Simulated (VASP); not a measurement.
Runs of VASP 6.6.1 on Rh. The structure is that of space group P6_3/mmc (No. 194), or close to it. The cells are those of the table. 

| task | cell | k mesh for the DOS | occupations for the DOS | gap on the mesh (eV) | pressure (GPa) |
| --- | --- | --- | --- | --- | --- |
| single point | a = 2.555, b = 2.555, c = 4.133 Å, angles 90.0, 90.0, 120.0°, 2 atoms | - | - | none | (a) |
| single point | a = 2.342, b = 2.342, c = 3.803 Å, angles 90.0, 90.0, 120.0°, 2 atoms | - | - | none | 316.4 |
| single point | a = 2.453, b = 2.453, c = 3.976 Å, angles 90.0, 90.0, 120.0°, 2 atoms | - | - | none | 147.0 |
| single point | a = 2.670, b = 2.670, c = 4.303 Å, angles 90.0, 90.0, 120.0°, 2 atoms | - | - | none | 0.9 |

Alike in all rows: level LDA; potentials or basis VASP PAW LDA potentials, release 64 (Rh_pv); no spin polarisation; k mesh 16 × 16 × 9; cutoff (eV) 520; smearing fermi-dirac 0.08 eV.

**Question.** Fill in the values left out.

**Answer.** (a) 56.8.

A k mesh can miss the band edges, and the runs leave out spin-orbit coupling on Rh.

A gap of «none» marks levels without a gap at the run's occupations.
